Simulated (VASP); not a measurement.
# PbS (gwk.c) (Fm-3m) in VASP: single point with PBE

Aim: the single point of PbS (gwk.c) with PBE.

Everything below comes from runs of VASP 6.6.1. Logs are shortened: lines on timing, memory, paths and dates and some standing lists are left out, and cuts for length are marked.

### 1 The cell of the first run

It takes space group Fm-3m (No. 225, cubic). The conventional cell has a = 6.009 Å, b = 6.009 Å, c = 6.009 Å, α = 90.00°, β = 90.00°, γ = 90.00°. Pb (site symmetry m-3m) has 6 S at 3.00 Å within 4.0 Å. S (site symmetry m-3m) has 6 Pb at 3.00 Å within 4.0 Å.

### 2 Single point, PBE

The input, INCAR:

```
PREC = Accurate
ENCUT = 500
EDIFF = 1E-6
ISMEAR = 0
SIGMA = 0.01
LREAL = F
LASPH = T
NELM = 120
ALGO = Normal
ISIF = 2
LWAVE = F
LCHARG = T
GGA = PE
LELF = T
LVHAR = T
NBANDS = 17
GGA_COMPAT = F
```

The input, KPOINTS:

```
regular mesh
0
Gamma
  6 6 6
```

The input, POSCAR:

```
PbS
1.0
    0.0000000000      3.0045094940      3.0045094940
    3.0045094940      0.0000000000      3.0045094940
    3.0045094940      3.0045094940      0.0000000000
Pb S
1 1
Direct
    0.0000000000      0.0000000000      0.0000000000
    0.5000000000      0.5000000000      0.5000000000
```

Potentials or basis: VASP PAW PBE potentials, release 64 (Pb_d, S).

Run with:

```
$ cat potpaw_PBE.64/Pb_d/POTCAR potpaw_PBE.64/S/POTCAR > POTCAR
$ mpirun -np 1 vasp_std > vasp.out
```

OUTCAR:

```text
PREC = Accurate
   ENCUT = 500
   EDIFF = 1E-6
   ISMEAR = 0
   LREAL = F
   LASPH = T
   NELM = 120
   ISIF = 2
   GGA = PE

 ion  position               nearest neighbor table
   1  0.000  0.000  0.000-   2 3.00   2 3.00   2 3.00   2 3.00   2 3.00   2 3.00
   2  0.500  0.500  0.500-   1 3.00   1 3.00   1 3.00   1 3.00   1 3.00   1 3.00

  LATTYP: Found a face centered cubic cell.
 ALAT       =     6.0090189880

  Lattice vectors:

 A1 = (   0.0000000000,   3.0045094940,   3.0045094940)
 A2 = (   3.0045094940,   0.0000000000,   3.0045094940)
 A3 = (   3.0045094940,   3.0045094940,   0.0000000000)

Analysis of symmetry for initial positions (statically):
=====================================================================
 Subroutine PRICEL returns:
 Original cell was already a primitive cell.

 Routine SETGRP: Setting up the symmetry group for a
 face centered cubic supercell.

 Subroutine GETGRP returns: Found 48 space group operations
 (whereof 48 operations were pure point group operations)
 out of a pool of 48 trial point group operations.

The static configuration has the point symmetry O_h .

Analysis of symmetry for dynamics (positions and initial velocities):
=====================================================================
 Subroutine PRICEL returns:
 Original cell was already a primitive cell.

 Routine SETGRP: Setting up the symmetry group for a
 face centered cubic supercell.

 Subroutine GETGRP returns: Found 48 space group operations
 (whereof 48 operations were pure point group operations)
 out of a pool of 48 trial point group operations.

The dynamic configuration has the point symmetry O_h .

 Subroutine INISYM returns: Found 48 space group operations
 (whereof 48 operations are pure point group operations),
 and found     1 'primitive' translations

----------------------------------------------------------------------------------------

                                     Primitive cell

  volume of cell :      54.2439

  direct lattice vectors                    reciprocal lattice vectors
     0.000000000  3.004509494  3.004509494    -0.166416515  0.166416515  0.166416515
     3.004509494  0.000000000  3.004509494     0.166416515 -0.166416515  0.166416515
     3.004509494  3.004509494  0.000000000     0.166416515  0.166416515 -0.166416515

[... 69 lines left out ...]
   LNONCOLLINEAR =      F non collinear calculations
   LSORBIT =      F    spin-orbit coupling
   LASPH  =      T    aspherical Exc in radial PAW
   ENCUT  =  500.0 eV  36.75 Ry    6.06 a.u.   7.75  7.75  7.75*2*pi/ulx,y,z
   NELM   =    120;   NELMIN=  2; NELMDL= -5     # of ELM steps
   EDIFF  = 0.1E-05   stopping-criterion for ELM
   LREAL  =      F    real-space projection
   EDIFFG = 0.1E-04   stopping-criterion for IOM
   NSW    =      0    number of steps for IOM
   IBRION =     -1    ionic relax: 0-MD 1-quasi-New 2-CG
   NFREE  =      0    steps in history (QN), initial steepest desc. (CG)
   ISIF   =      2    stress and relaxation
   ISYM   =      2    0-nonsym 1-usesym 2-fastsym
   POTIM  = 0.5000    time-step for ionic-motion
   TEBEG  =    0.0;   TEEND  =   0.0 temperature during run
   PSTRESS=    0.0 pullay stress
   NELECT =      20.0000    total number of electrons
   NUPDOWN=      -1.0000    fix difference up-down
   EMIN   =  10.00;   EMAX   =-10.00  energy-range for DOS
   EFERMI =   0.00;   METHOD = LEGACY
   ISMEAR =     0;   SIGMA  =   0.01  broadening in eV -4-tet -1-fermi 0-gaus
   EFERMI_NEDOS =   21; number of points for ismear=-14 and -15
   IALGO  =     38    algorithm
   IMIX   =      4    mixing-type and parameters
     AMIX     =   0.40;   BMIX     =  1.00
     AMIX_MAG =   1.60;   BMIX_MAG =  1.00
  volume/ion in A,a.u.               =      27.12       183.03
  Fermi-wavevector in a.u.,A,eV,Ry     =   1.173909  2.218367 18.749689  1.378063
  Thomas-Fermi vector in A             =   2.310315
   LORBIT       =      0    0 simple, 1 ext, 2 COOP (PROOUT), +10 PAW based schemes
   GGA     = PE    functional components
   LHFCALC =     F    Hartree Fock is set to
   AEXX    =    0.0000 exact exchange contribution
   IVDW    =     0    specifies the selected vdW correction
   LEPSILON=     F    determine dielectric tensor
   LRPA    =     F    only Hartree local field effects (RPA)
 non-spin polarized calculation
 Gauss-broadening in eV      SIGMA  =   0.01
  energy-cutoff  :      500.00
  volume of cell :       54.24
 maximum number of plane-waves:      1411
   NGX = 15   NGY = 15   NGZ = 15

 number of electron      20.0000003 magnetization

 Free energy of the ion-electron system (eV)
  ---------------------------------------------------
  ext. energy  EPLUGINS =         0.00000000
  ---------------------------------------------------
  free energy    TOTEN  =        -8.77112758 eV

  energy without entropy =       -8.77112758  energy(sigma->0) =       -8.77112758

 E-fermi :   5.3246     XC(G=0):  -9.5011

 val. band max:        5.2785426030   @ k =   0.5000   0.0000   0.0000
 cond. band min:       5.7789800019   @ k =   0.5000   0.0000   0.0000
 fundamental gap:      0.5004373988
 Fermi energy:         5.3245796020

 k-point     1 :       0.0000    0.0000    0.0000
  band No.  band energies     occupation
      1     -11.4463      2.00000
      2     -11.4463      2.00000
      3     -11.4463      2.00000
      4     -11.4290      2.00000
      5     -11.4290      2.00000
      6      -7.9363      2.00000
[... 297 lines left out ...]
      4     -11.4131      2.00000
      5     -11.3939      2.00000
      6      -6.3921      2.00000
[... 9 lines left out ...]
     16      17.0457      0.00000
     17      17.6024      0.00000

------------------------ aborting loop because EDIFF is reached ----------------------------------------

  FORCE on cell =-STRESS in cart. coord.  units (eV):
  Direction    XX          YY          ZZ          XY          YZ          ZX
  --------------------------------------------------------------------------------------
  -------------------------------------------------------------------------------------
  Total       -0.0313398     -0.0313398     -0.0313398      0.0000000     -0.0000000     -0.0000000
  in kB       -0.9256688     -0.9256688     -0.9256688      0.0000000     -0.0000000     -0.0000000
  external PRESSURE =      -0.9256688 kB  Pullay stress =       0.0000000 kB

 VOLUME and BASIS-vectors are now :
 -----------------------------------------------------------------------------
  energy-cutoff  :      500.00
  volume of cell :       54.24
      direct lattice vectors                 reciprocal lattice vectors
     0.000000000  3.004509494  3.004509494    -0.166416515  0.166416515  0.166416515
     3.004509494  0.000000000  3.004509494     0.166416515 -0.166416515  0.166416515
     3.004509494  3.004509494  0.000000000     0.166416515  0.166416515 -0.166416515

 POSITION                                       TOTAL-FORCE (eV/Angst)
 -----------------------------------------------------------------------------------
      0.00000      0.00000      0.00000         0.000000     -0.000000     -0.000000
      3.00451      3.00451      3.00451        -0.000000      0.000000      0.000000
 -----------------------------------------------------------------------------------
    total drift:                                0.000000     -0.000000     -0.000000

  FREE ENERGIE OF THE ION-ELECTRON SYSTEM (eV)
  ---------------------------------------------------
  free  energy   TOTEN  =        -8.7711275788 eV

  energy  without entropy=       -8.7711275788  energy(sigma->0) =       -8.77112758
```

It took 22 s on 1 thread of Intel Xeon 8259CL, shared host; peak memory 0.17 GiB.

Results:

```
Free energy            : -8.7711 eV
Pressure               : -0.1 GPa
Band gap on the k mesh : 0.50 eV, direct
```

Levels at points of the mesh, in eV from the valence-band top:
```
           k point  band 7  band 8  band 9  band 10  band 11  band 12  band 13  band 14
(0.00, 0.00, 0.00)   -6.07   -1.94   -1.94    -1.94     5.14     5.14     5.14     6.87
(0.50, 0.00, 0.00)   -8.59   -1.58   -1.58     0.00     0.50     2.08     2.08     8.65
(0.50, 0.50, 0.00)   -7.11   -4.83   -3.15    -3.15     4.07     5.48     5.58     5.58
```

Caveat: spin-orbit coupling is left out, which moves the levels of the heavy elements. A k mesh can miss the band edges.
